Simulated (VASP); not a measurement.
Here is a VASP 6.6.1 calculation.

File INCAR:

```
SYSTEM = Sr
ALGO = Normal
EDIFF = 1E-6
EDIFFG = -0.01
ENCUT = 600
GGA = PS
IBRION = 2
ISIF = 3
ISMEAR = -1
LASPH = .TRUE.
LCHARG = .FALSE.
LREAL = .FALSE.
LWAVE = .FALSE.
NELM = 100
NSW = 80
PREC = Accurate
PSTRESS = 300.0
SIGMA = 0.05
```

The input KPOINTS:

```
k-points
0
G
  8 8 8
  0 0 0
```

Contents of POSCAR:

```
Sr
1.0
    0.0000000000      3.0423500000      3.0423500000
    3.0423500000      0.0000000000      3.0423500000
    3.0423500000      3.0423500000      0.0000000000
Sr
1
Direct
    0.0000000000      0.0000000000      0.0000000000
```

Potentials or basis: VASP PAW PBE potentials, release 64 (Sr_sv).

Launch:

```bash
$ cat potpaw_PBE.64/Sr_sv/POTCAR > POTCAR
$ mpirun -np 1 vasp_std > vasp.out
```

(1) Predict the band gap on the k mesh.

(2) Estimate the relaxed volume.

(3) Predict the relaxed cell.

(4) What does it give for the space group after relaxing (to 0.05 Å)?

Results:

(1) zero (band 5 reaches 5.62 eV, above the bottom of band 6 at 4.30 eV).

(2) 23.53 Å³/atom.

(3) a = 3.217 Å, b = 3.217 Å, c = 3.217 Å, α = 60.00°, β = 60.00°, γ = 60.00°.

(4) Fm-3m (No. 225).

Caveat: the cell is relaxed towards a set pressure, so the enthalpy falls and the energy may rise; the volume moved by over 15 % at a fixed basis, so the end points are rough; the PAW data sets were made with another functional, which shifts forces and pressure a little.
